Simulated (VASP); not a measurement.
A run of VASP 6.6.1 is set up as follows.

Contents of INCAR:

```
PREC     = Accurate       # precision mode
ENCUT    = 600            # plane-wave cutoff, eV
EDIFF    = 1E-6           # SCF threshold, eV
ISMEAR   = -1             # smearing method
SIGMA    = 0.05           # smearing width, eV
LREAL    = False          # projectors in reciprocal space
LASPH    = True           # aspherical terms in the spheres
NELM     = 120            # most SCF steps
ALGO     = Normal         # electronic algorithm
ISIF     = 2              # what is computed and relaxed
LWAVE    = False          # write WAVECAR
LCHARG   = False          # write CHGCAR
GGA      = LIBXC          # functional
LIBXC1   = GGA_X_B88    
LIBXC2   = GGA_C_PBE    
NBANDS   = 11             # bands
GGA_COMPAT= False
```

File KPOINTS:

```
Automatic mesh
0
Gamma
  13 13 13
```

Contents of POSCAR:

```
C
1.0
    0.0000000000      1.7469644787      1.7469644787
    1.7469644787      0.0000000000      1.7469644787
    1.7469644787      1.7469644787      0.0000000000
C
2
Direct
    0.7500000000      0.7500000000      0.7500000000
    0.5000000000      0.5000000000      0.5000000000
```

Potentials or basis: VASP PAW PBE potentials, release 64 (C).

The run is started by

```bash
$ cat potpaw_PBE.64/C/POTCAR > POTCAR
$ mpirun -np 1 vasp_std > vasp.out
```

Predict the pressure.

32.8 GPa.

What does it give for the band gap on the k mesh?

4.29 eV (least direct gap 5.78 eV).

Caveat: the cell stands under pressure; the PAW data sets were made with another functional, which shifts forces and pressure a little; an odd mesh through Γ misses points on the zone boundary, where band edges can lie.
